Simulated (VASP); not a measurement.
# Ti12C in VASP: a series of runs

Runs on Ti12C. Level: PBEsol. Tasks: single point.

All numbers are computed with VASP 6.6.1; they aren't measurements. Logs are shortened: lines on timing, memory, paths and dates and some standing lists are left out, and cuts for length are marked.

### 1 The cell of the first run

The cell holds a slab with vacuum, 13 atoms: a = 5.735 Å, b = 5.735 Å, c = 19.270 Å, α = 90.00°, β = 90.00°, γ = 90.00°.

### 2 Single point, PBEsol

File INCAR:

```
PREC = Accurate
ENCUT = 520
EDIFF = 1E-6
ISMEAR = 0
SIGMA = 0.1
LREAL = F
LASPH = T
NELM = 100
ALGO = Normal
ISIF = 2
LWAVE = F
LCHARG = F
LDIPOL = T
IDIPOL = 3
DIPOL = 0.5 0.5 0.320
GGA = PS
NBANDS = 86
```

File KPOINTS:

```
regular mesh
0
Gamma
  5 5 1
```

File POSCAR:

```
Ti12C
1.0
    5.7352564297      0.0000000000      0.0000000000
    0.0000000000      5.7352564297      0.0000000000
    0.0000000000      0.0000000000     19.2700584075
Ti C
12 1
Direct
    0.2500000000      0.2500000000      0.2075759147
    0.2500000000      0.7500000000      0.2075759147
    0.7500000000      0.2500000000      0.2075759147
    0.7500000000      0.7500000000      0.2075759147
    0.0000000000      0.0000000000      0.3052972905
    0.0000000000      0.5000000000      0.3052972905
    0.5000000000      0.0000000000      0.3052972905
    0.5000000000      0.5000000000      0.3052972905
    0.2500000000      0.2500000000      0.4032192453
    0.2500000000      0.7500000000      0.4032192453
    0.7500000000      0.2500000000      0.4032192453
    0.7500000000      0.7500000000      0.4032192453
    0.2500000000      0.2500000000      0.4973928579
```

Potentials or basis: VASP PAW PBE potentials, release 64 (Ti_sv, C).

Run with:

```sh
$ cat potpaw_PBE.64/Ti_sv/POTCAR potpaw_PBE.64/C/POTCAR > POTCAR
$ mpirun -np 1 vasp_std > vasp.out
```

OUTCAR:

```text
PREC = Accurate
   ENCUT = 520
   EDIFF = 1E-6
   ISMEAR = 0
   LREAL = F
   LASPH = T
   NELM = 100
   ISIF = 2
   GGA = PS

 ion  position               nearest neighbor table
   1  0.250  0.250  0.208-   5 2.77   6 2.77   7 2.77   8 2.77   2 2.87   3 2.87   2 2.87   3 2.87

   2  0.250  0.750  0.208-   5 2.77   6 2.77   7 2.77   8 2.77   1 2.87   4 2.87   1 2.87   4 2.87

   3  0.750  0.250  0.208-   5 2.77   6 2.77   7 2.77   8 2.77   1 2.87   4 2.87   4 2.87   1 2.87
[... 15 lines left out ...]
  11  0.750  0.250  0.403-   5 2.77   6 2.77   7 2.77   8 2.77   9 2.87  12 2.87  12 2.87   9 2.87

  12  0.750  0.750  0.403-   5 2.77   6 2.77   7 2.77   8 2.77  10 2.87  11 2.87  11 2.87  10 2.87

  13  0.250  0.250  0.497-   9 1.81

  LATTYP: Found a simple tetragonal cell.
 ALAT       =     5.7352564297
 C/A-ratio  =     3.3599296986

  Lattice vectors:

 A1 = (   5.7352564297,   0.0000000000,   0.0000000000)
 A2 = (   0.0000000000,   5.7352564297,   0.0000000000)
 A3 = (   0.0000000000,   0.0000000000,  19.2700584075)

Analysis of symmetry for initial positions (statically):
=====================================================================
 Subroutine PRICEL returns:
 Original cell was already a primitive cell.

 Routine SETGRP: Setting up the symmetry group for a
 simple tetragonal supercell.

 Subroutine GETGRP returns: Found  8 space group operations
 (whereof  2 operations were pure point group operations)
 out of a pool of 16 trial point group operations.

The static configuration has the point symmetry C_1h.
 The point group associated with its full space group is C_4v.

Analysis of symmetry for dynamics (positions and initial velocities):
=====================================================================
 Subroutine PRICEL returns:
 Original cell was already a primitive cell.

 Routine SETGRP: Setting up the symmetry group for a
 simple tetragonal supercell.

 Subroutine GETGRP returns: Found  8 space group operations
 (whereof  2 operations were pure point group operations)
 out of a pool of 16 trial point group operations.

The dynamic configuration has the point symmetry C_1h.
 The point group associated with its full space group is C_4v.

 Subroutine INISYM returns: Found  8 space group operations
[... 115 lines left out ...]
   ISMEAR =     0;   SIGMA  =   0.10  broadening in eV -4-tet -1-fermi 0-gaus
   EFERMI_NEDOS =   21; number of points for ismear=-14 and -15
   IALGO  =     38    algorithm
   IMIX   =      4    mixing-type and parameters
     AMIX     =   0.40;   BMIX     =  1.00
     AMIX_MAG =   1.60;   BMIX_MAG =  1.00
  volume/ion in A,a.u.               =      48.76       329.03
  Fermi-wavevector in a.u.,A,eV,Ry     =   1.008090  1.905013 13.826850  1.016245
  Thomas-Fermi vector in A             =   2.140935
   LORBIT       =      0    0 simple, 1 ext, 2 COOP (PROOUT), +10 PAW based schemes
   GGA     = PS    functional components
   LHFCALC =     F    Hartree Fock is set to
   AEXX    =    0.0000 exact exchange contribution
   IVDW    =     0    specifies the selected vdW correction
   LEPSILON=     F    determine dielectric tensor
   LRPA    =     F    only Hartree local field effects (RPA)
 non-spin polarized calculation
 Gauss-broadening in eV      SIGMA  =   0.10
  energy-cutoff  :      520.00
  volume of cell :      633.85
 maximum number of plane-waves:     17110
 NGX is ok and might be reduce to    48
   NGX = 21   NGY = 21   NGZ = 71

 dipolmoment           0.000000      0.000000     -0.771305 electrons x Angstroem

 number of electron     148.0000029 magnetization

 dipolmoment           0.000000      0.000000      0.235194 electrons x Angstroem

 Free energy of the ion-electron system (eV)
  ---------------------------------------------------
  ext. energy  EPLUGINS =         0.00000000
  ---------------------------------------------------
  free energy    TOTEN  =       -97.82330401 eV

  energy without entropy =      -97.65321475  energy(sigma->0) =      -97.73825938

 E-fermi :  -0.1678     XC(G=0):  -4.9174

 val. band max:       -0.1758160013   @ k =   0.2000   0.0000   0.0000
 cond. band min:      -0.1668194924   @ k =   0.4000   0.2000   0.0000
 fundamental gap:      0.0089965089
 Fermi energy:        -0.1677552901

 k-point     1 :       0.0000    0.0000    0.0000
  band No.  band energies     occupation
      1     -56.8338      2.00000
      2     -56.8015      2.00000
      3     -56.7522      2.00000
      4     -56.7067      2.00000
      5     -56.6374      2.00000
      6     -56.6373      2.00000
[... 523 lines left out ...]
     85       0.7502      0.00000
     86       0.8310      0.00000

------------------------ aborting loop because EDIFF is reached ----------------------------------------

 vacuum level on the upper side and lower side of the slab       (xc-potential included)         0.501        -0.754

  FORCE on cell =-STRESS in cart. coord.  units (eV):
  Direction    XX          YY          ZZ          XY          YZ          ZX
  --------------------------------------------------------------------------------------
  -------------------------------------------------------------------------------------
  Total       -5.9059265     -5.9059265      2.4935305      0.0000000      0.0000000      0.0000000
  in kB      -14.9282846    -14.9282846      6.3028439      0.0000000      0.0000000      0.0000000
  external PRESSURE =      -7.8512418 kB  Pullay stress =       0.0000000 kB

 VOLUME and BASIS-vectors are now :
 -----------------------------------------------------------------------------
  energy-cutoff  :      520.00
  volume of cell :      633.85
      direct lattice vectors                 reciprocal lattice vectors
     5.735256430  0.000000000  0.000000000     0.174360120  0.000000000  0.000000000
     0.000000000  5.735256430  0.000000000     0.000000000  0.174360120  0.000000000
     0.000000000  0.000000000 19.270058407     0.000000000  0.000000000  0.051893979

 POSITION                                       TOTAL-FORCE (eV/Angst)
 -----------------------------------------------------------------------------------
      1.43381      1.43381      4.00000         0.000000     -0.000000     -0.365839
      1.43381      4.30144      4.00000         0.000000      0.000000      0.122303
      4.30144      1.43381      4.00000         0.000000      0.000000      0.122303
      4.30144      4.30144      4.00000         0.000000     -0.000000      0.250734
      0.00000      0.00000      5.88310        -0.148591     -0.148591     -0.391368
      0.00000      2.86763      5.88310        -0.148591      0.148591     -0.391368
      2.86763      0.00000      5.88310         0.148591     -0.148591     -0.391368
      2.86763      2.86763      5.88310         0.148591      0.148591     -0.391368
      1.43381      1.43381      7.77006         0.000000      0.000000     -0.253606
      1.43381      4.30144      7.77006         0.000000      0.000000      0.845563
      4.30144      1.43381      7.77006         0.000000     -0.000000      0.845563
      4.30144      4.30144      7.77006         0.000000      0.000000     -0.055261
      1.43381      1.43381      9.58479         0.000000     -0.000000      0.053710
 -----------------------------------------------------------------------------------
    total drift:                                0.000000      0.000000      0.001531

  FREE ENERGIE OF THE ION-ELECTRON SYSTEM (eV)
  ---------------------------------------------------
  free  energy   TOTEN  =       -97.8233040137 eV

  energy  without entropy=      -97.6532147534  energy(sigma->0) =      -97.73825938

 vacuum level on the upper side and lower side of the slab         4.965         3.657
```

stdout:

```text
POSCAR found type information on POSCAR TiC
 POSCAR found :  2 types and      13 ions
 scaLAPACK will be used
 -----------------------------------------------------------------------------
|                                                                             |
|                                                                             |
|     You enforced a specific xc type in the INCAR file but a different       |
|     I HOPE YOU KNOW WHAT YOU ARE DOING!                                     |
|                                                                             |
 -----------------------------------------------------------------------------

 LDA part: xc-table for (Slater+PW92), standard interpolation
 POSCAR, INCAR and KPOINTS ok, starting setup
 FFT: planning ... GRIDC
 FFT: planning ... GRID_SOFT
 FFT: planning ... GRID
 WAVECAR not read
 entering main loop
```

Wall time 34 min (1 thread of Intel Xeon 8259CL, shared host); peak memory 0.77 GiB.

What came out:

* Free energy: -97.8233 eV
* Largest force: 0.846 eV/Å
* Band gap on the k mesh: zero (bands 74 and 75 overlap by 0.21 eV)

Forces on the atoms (eV/Å):
```
Ti   0.000  0.000 -0.366
Ti   0.000  0.000  0.122
Ti   0.000  0.000  0.122
Ti   0.000  0.000  0.251
Ti  -0.149 -0.149 -0.391
Ti  -0.149  0.149 -0.391
Ti   0.149 -0.149 -0.391
Ti   0.149  0.149 -0.391
Ti   0.000  0.000 -0.254
Ti   0.000  0.000  0.846
Ti   0.000  0.000  0.846
Ti   0.000  0.000 -0.055
C    0.000  0.000  0.054
```

Caveat: the PAW data sets were made with another functional, which shifts forces and pressure a little.

### 3 Single point, PBEsol

File INCAR:

```
SYSTEM = Ti12C
PREC     = Accurate       ! precision mode
ENCUT    = 520            ! plane-wave cutoff, eV
EDIFF    = 1E-6           ! SCF threshold, eV
ISMEAR   = 0              ! smearing method
SIGMA    = 0.1            ! smearing width, eV
LREAL    = .False.        ! projectors in reciprocal space
LASPH    = .True.         ! aspherical terms in the spheres
NELM     = 100            ! most SCF steps
ALGO     = Normal         ! electronic algorithm
ISIF     = 2              ! what is computed and relaxed
LWAVE    = .False.        ! write WAVECAR
LCHARG   = .False.        ! write CHGCAR
LDIPOL   = .True.       
IDIPOL   = 3            
DIPOL    = 0.5 0.5 0.314
GGA      = PS             ! functional
NBANDS   = 86             ! bands
```

File KPOINTS:

```
regular mesh
0
Gamma
  5 5 1
  0 0 0
```

Edit POSCAR of step 2 so:

```diff
@@ -20,2 +20,2 @@
     0.7500000000      0.7500000000      0.4032192453
-    0.2500000000      0.2500000000      0.4973928579
+    0.5000000000      0.5000000000      0.4204230403
```

Potentials or basis: VASP PAW PBE potentials, release 64 (Ti_sv, C).

Run with:

```sh
$ cat potpaw_PBE.64/Ti_sv/POTCAR potpaw_PBE.64/C/POTCAR > POTCAR
$ mpirun -np 1 vasp_std > vasp.out
```

OUTCAR:

```text
SYSTEM = Ti12C
   PREC = Accurate
   ENCUT = 520
   EDIFF = 1E-6
   ISMEAR = 0
   LREAL = .False.
   LASPH = .True.
   NELM = 100
   ISIF = 2
   GGA = PS

 ion  position               nearest neighbor table
   1  0.250  0.250  0.208-   5 2.77   6 2.77   7 2.77   8 2.77   2 2.87   3 2.87   2 2.87   3 2.87

   2  0.250  0.750  0.208-   5 2.77   6 2.77   7 2.77   8 2.77   1 2.87   4 2.87   1 2.87   4 2.87

   3  0.750  0.250  0.208-   5 2.77   6 2.77   7 2.77   8 2.77   1 2.87   4 2.87   4 2.87   1 2.87

   4  0.750  0.750  0.208-   5 2.77   6 2.77   7 2.77   8 2.77   2 2.87   3 2.87   3 2.87   2 2.87

   5  0.000  0.000  0.305-   1 2.77   2 2.77   3 2.77   4 2.77   9 2.77  10 2.77  11 2.77  12 2.77
                             6 2.87   7 2.87   6 2.87   7 2.87
   6  0.000  0.500  0.305-   1 2.77   2 2.77   3 2.77   4 2.77   9 2.77  10 2.77  11 2.77  12 2.77
                             5 2.87   8 2.87   5 2.87   8 2.87
   7  0.500  0.000  0.305-   1 2.77   2 2.77   3 2.77   4 2.77   9 2.77  10 2.77  11 2.77  12 2.77
                             5 2.87   8 2.87   8 2.87   5 2.87
   8  0.500  0.500  0.305-  13 2.22   2 2.77   3 2.77   4 2.77   1 2.77  10 2.77  11 2.77  12 2.77
                             9 2.77   7 2.87   6 2.87   7 2.87   6 2.87
   9  0.250  0.250  0.403-  13 2.05   6 2.77   7 2.77   8 2.77   5 2.77  11 2.87  10 2.87  10 2.87
                            11 2.87
  10  0.250  0.750  0.403-  13 2.05   6 2.77   7 2.77   8 2.77   5 2.77  12 2.87   9 2.87   9 2.87
                            12 2.87
  11  0.750  0.250  0.403-  13 2.05   6 2.77   7 2.77   8 2.77   5 2.77  12 2.87   9 2.87  12 2.87
                             9 2.87
  12  0.750  0.750  0.403-  13 2.05   6 2.77   7 2.77   8 2.77   5 2.77  11 2.87  10 2.87  11 2.87
                            10 2.87
  13  0.500  0.500  0.420-   9 2.05  10 2.05  11 2.05  12 2.05   8 2.22

  LATTYP: Found a simple tetragonal cell.
 ALAT       =     5.7352564297
 C/A-ratio  =     3.3599296986

  Lattice vectors:

 A1 = (   5.7352564297,   0.0000000000,   0.0000000000)
 A2 = (   0.0000000000,   5.7352564297,   0.0000000000)
 A3 = (   0.0000000000,   0.0000000000,  19.2700584075)

Analysis of symmetry for initial positions (statically):
[... 176 lines left out ...]
  ---------------------------------------------------
  free energy    TOTEN  =      -103.19939164 eV

  energy without entropy =     -103.08144203  energy(sigma->0) =     -103.14041684

 E-fermi :   0.1093     XC(G=0):  -4.8187

 val. band max:        0.0874367560   @ k =   0.2000   0.0000   0.0000
 cond. band min:       0.1162811154   @ k =   0.4000   0.2000   0.0000
 fundamental gap:      0.0288443595
 Fermi energy:         0.1093111552

 k-point     1 :       0.0000    0.0000    0.0000
  band No.  band energies     occupation
      1     -56.4155      2.00000
      2     -56.3543      2.00000
      3     -56.3543      2.00000
      4     -56.3067      2.00000
      5     -56.2820      2.00000
      6     -56.2168      2.00000
[... 523 lines left out ...]
     85       1.1083      0.00000
     86       1.1155      0.00000

------------------------ aborting loop because EDIFF is reached ----------------------------------------

 vacuum level on the upper side and lower side of the slab       (xc-potential included)         0.023        -0.299

  FORCE on cell =-STRESS in cart. coord.  units (eV):
  Direction    XX          YY          ZZ          XY          YZ          ZX
  --------------------------------------------------------------------------------------
  -------------------------------------------------------------------------------------
  Total       -2.5864901     -2.5864901      2.8847523      0.0000000      0.0000000      0.0000000
  in kB       -6.5378160     -6.5378160      7.2917270      0.0000000      0.0000000      0.0000000
  external PRESSURE =      -1.9279683 kB  Pullay stress =       0.0000000 kB

 VOLUME and BASIS-vectors are now :
 -----------------------------------------------------------------------------
  energy-cutoff  :      520.00
  volume of cell :      633.85
      direct lattice vectors                 reciprocal lattice vectors
     5.735256430  0.000000000  0.000000000     0.174360120  0.000000000  0.000000000
     0.000000000  5.735256430  0.000000000     0.000000000  0.174360120  0.000000000
     0.000000000  0.000000000 19.270058407     0.000000000  0.000000000  0.051893979

 POSITION                                       TOTAL-FORCE (eV/Angst)
 -----------------------------------------------------------------------------------
      1.43381      1.43381      4.00000         0.050226      0.050226      0.062715
      1.43381      4.30144      4.00000         0.050226     -0.050226      0.062715
      4.30144      1.43381      4.00000        -0.050226      0.050226      0.062715
      4.30144      4.30144      4.00000        -0.050226     -0.050226      0.062715
      0.00000      0.00000      5.88310         0.000000      0.000000     -0.410984
      0.00000      2.86763      5.88310         0.000000      0.000000     -0.692875
      2.86763      0.00000      5.88310         0.000000      0.000000     -0.692875
      2.86763      2.86763      5.88310        -0.000000      0.000000     -0.274623
      1.43381      1.43381      7.77006         0.099744      0.099744      0.454463
      1.43381      4.30144      7.77006         0.099744     -0.099744      0.454463
      4.30144      1.43381      7.77006        -0.099744      0.099744      0.454463
      4.30144      4.30144      7.77006        -0.099744     -0.099744      0.454463
      2.86763      2.86763      8.10158         0.000000      0.000000      0.002647
 -----------------------------------------------------------------------------------
    total drift:                                0.000000      0.000000     -0.000130

  FREE ENERGIE OF THE ION-ELECTRON SYSTEM (eV)
  ---------------------------------------------------
  free  energy   TOTEN  =      -103.1993916430 eV

  energy  without entropy=     -103.0814420284  energy(sigma->0) =     -103.14041684

 vacuum level on the upper side and lower side of the slab         4.250         3.910
```

stdout:

```text
POSCAR found type information on POSCAR TiC
 POSCAR found :  2 types and      13 ions
 scaLAPACK will be used
 -----------------------------------------------------------------------------
|                                                                             |
|                                                                             |
|     You enforced a specific xc type in the INCAR file but a different       |
|     I HOPE YOU KNOW WHAT YOU ARE DOING!                                     |
|                                                                             |
 -----------------------------------------------------------------------------

 LDA part: xc-table for (Slater+PW92), standard interpolation
 POSCAR, INCAR and KPOINTS ok, starting setup
 FFT: planning ... GRIDC
 FFT: planning ... GRID_SOFT
 FFT: planning ... GRID
 WAVECAR not read
 entering main loop
```

Wall time 31 min (1 thread of Intel Xeon 8259CL, shared host); peak memory 0.77 GiB.

What came out:

```
Free energy            : -103.1994 eV
Largest force          : 0.693 eV/Å
Band gap on the k mesh : zero (bands 74 and 75 overlap by 0.20 eV)
```

Forces on the atoms (eV/Å):
```
Ti   0.050  0.050  0.063
Ti   0.050 -0.050  0.063
Ti  -0.050  0.050  0.063
Ti  -0.050 -0.050  0.063
Ti   0.000  0.000 -0.411
Ti   0.000  0.000 -0.693
Ti   0.000  0.000 -0.693
Ti   0.000  0.000 -0.275
Ti   0.100  0.100  0.454
Ti   0.100 -0.100  0.454
Ti  -0.100  0.100  0.454
Ti  -0.100 -0.100  0.454
C    0.000  0.000  0.003
```

Levels at points of the mesh, in eV from the Fermi level:
| k point | band 70 | band 71 | band 72 | band 73 | band 74 | band 75 | band 76 | band 77 |
| --- | --- | --- | --- | --- | --- | --- | --- | --- |
| (0.00, 0.00, 0.00) | -0.11 | -0.11 | -0.10 | 0.02 | 0.03 | 0.29 | 0.29 | 0.60 |

Caveat: the PAW data sets were made with another functional, which shifts forces and pressure a little.
